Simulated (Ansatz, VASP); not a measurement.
# One calculation of Bi3H8, two programs

```
CELL_PARAMETERS angstrom
4.99610 0.00000 0.00000
0.00000 4.99610 0.00000
0.00000 0.00000 10.13225
ATOMIC_POSITIONS crystal
Bi 0.50000 0.00000 0.48792
Bi 0.00000 0.50000 0.48792
Bi 0.00000 0.00000 0.67912
H 0.69718 0.19742 0.06479
H 0.30282 0.80258 0.06479
H 0.80258 0.69718 0.06479
H 0.19742 0.30282 0.06479
H 0.69718 0.80258 0.06479
H 0.30282 0.19742 0.06479
H 0.80258 0.30282 0.06479
H 0.19742 0.69718 0.06479
```

Alike in both runs: functional PBE; k mesh 8 × 8 × 4; occupations gaussian, width 0.1 eV; no spin polarisation.

Ansatz relaxed the structure, and its values are those at the end. VASP's run is a single point on that final structure, the one shown.

```csv
,VASP,Ansatz
version,VASP 6.6.1,Ansatz 0.2.0
potentials or method,"VASP PAW PBE potentials, release 64 (Bi_d, H), cutoff 520 eV","scalar-relativistic, plane waves, PAW"
valence electrons in the cell,53,53
```

VASP gave:

- gap on the k mesh at the Fermi level (eV): none
- pressure (GPa): -0.1
- rms of the force components (eV/Å): 0.004

Estimate Ansatz's values.

gap on the k mesh at the Fermi level (eV): none; pressure (GPa): 0.0; rms of the force components (eV/Å): 0.002.

A gap of «none» marks a metal or a gap that the smearing closes. Ansatz's warnings: xc potential rough in thin density.

Neither program's run includes spin-orbit coupling.
